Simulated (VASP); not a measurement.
GaP, 2 atoms in the cell. The structure is tetragonal, space group I-4m2 (No. 119). Conventional cell: a = 3.854 Å, b = 3.854 Å, c = 5.287 Å, α = 90.00°, β = 90.00°, γ = 90.00°. Within 3.1 Å of Ga (site symmetry -4m2) lie 4 P at 2.34 Å. Within 3.1 Å of P (site symmetry -4m2) lie 4 Ga at 2.34 Å.  This cell differs from its parent crystal: zz strain of -3 %.

```yaml
Program: VASP 6.6.1
Task: electric field gradients
Functional: PBE
Potentials_or_basis: VASP PAW PBE potentials, release 64 (Ga_d, P)
Cutoff: 520 eV
k_mesh: 10 × 10 × 10
Occupations: fermi-dirac, width 0.05 eV
Spin: no spin polarisation
Dipole_correction: no
Further_INCAR_settings: ALGO = Normal; EDIFF = 1e-08; NBANDS = 16
```

Potentials or basis: VASP PAW PBE potentials, release 64 (Ga_d, P).

Launch:

```console
$ cat potpaw_PBE.64/Ga_d/POTCAR potpaw_PBE.64/P/POTCAR > POTCAR
$ mpirun -np 1 vasp_std > vasp.out
```

Hardware: 1 thread of Intel(R) Xeon(R) 6975P-C (Granite Rapids), with other jobs on the host.

Q: Estimate the wall time of this run.

A: Wall time 63 s on 1 thread of Intel(R) Xeon(R) 6975P-C (Granite Rapids) (shared host), peak memory 0.2 GiB. Counts: scf iterations 15, k points 102.
